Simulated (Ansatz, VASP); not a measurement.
## KTaO3: VASP beside Ansatz

```
CELL_PARAMETERS angstrom
3.74311 0.00000 0.00000
0.00000 4.30659 0.00000
0.00000 0.00000 4.02485
ATOMIC_POSITIONS crystal
K 0.50000 0.50000 0.50000
Ta 0.00000 0.00000 0.00000
O 0.50000 0.00000 0.00000
O 0.00000 0.50000 0.00000
O 0.00000 0.00000 0.50000
```

Change from the starting cell: normal strain along x -0.0700, normal strain along y +0.0700.

Alike in both runs: task single point; functional PBE; k mesh 8 × 8 × 8; occupations gaussian, width 0.05 eV; no spin polarisation.

```csv
,VASP,Ansatz
version,VASP 6.6.1,Ansatz 0.2.0
potentials or method,"VASP PAW PBE potentials, release 64 (K_sv, Ta_pv, O), cutoff 520 eV","scalar-relativistic, plane waves, PAW"
valence electrons in the cell,38,40
```

Ansatz gave:

- gap on the k mesh at the Fermi level (eV): 1.93
- least direct gap on the mesh (eV): 2.34
- pressure (GPa): 6.3
- traceless stress, the component that is largest in VASP (GPa): 28.43

Estimate VASP's values.

gap on the k mesh at the Fermi level (eV): 1.89; least direct gap on the mesh (eV): 2.30; pressure (GPa): 7.0; traceless stress, the component that is largest in VASP (GPa): 28.92.

VASP's potentials hold 38 valence electrons a cell and Ansatz's 40, so a difference there can come from the potentials and not from the codes.

Neither program's run includes spin-orbit coupling.
